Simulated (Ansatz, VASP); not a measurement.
One calculation of CoBi, two programs

```
Co Bi
1.0
     3.47292    0.00000    0.00000
     0.00000    3.47292    0.00000
     0.00000    0.00000    3.47292
Co Bi
1 1
Direct
  0.00000 0.00000 0.00000
  0.50000 0.50000 0.50000
```

Alike in both runs: task single point; functional r2SCAN; k mesh 6 × 6 × 6; occupations gaussian, width 0.1 eV; collinear spin.

|  | VASP | Ansatz |
| --- | --- | --- |
| version | VASP 6.6.1 | Ansatz 0.2.0 |
| potentials or method | VASP PAW PBE potentials, release 64 (Co, Bi_d), cutoff 660 eV | scalar-relativistic, plane waves, PAW |
| valence electrons in the cell | 24 | 32 |

Ansatz gave:

- gap on the k mesh at the Fermi level (eV): none
- pressure (GPa): -3.3
- net moment per atom (μB): 0.82
- size of the moment on the site where the two differ most (μB): 1.73

Task: Estimate VASP's values.

Result: gap on the k mesh at the Fermi level (eV): none; pressure (GPa): -3.4; net moment per atom (μB): 0.81; size of the moment on the site where the two differ most (μB): 1.70.

VASP's potentials were made for PBE, not for r2SCAN. Site moments also hang on the region over which each program counts them. A gap of «none» marks a metal or a gap that the smearing closes. With one functional, cell and mesh, what is left measures potentials, basis and numerics. VASP's potentials hold 24 valence electrons a cell and Ansatz's 32, so a difference there can come from the potentials and not from the codes. Ansatz's warnings: stability check not made.

Spin-orbit coupling is off throughout.
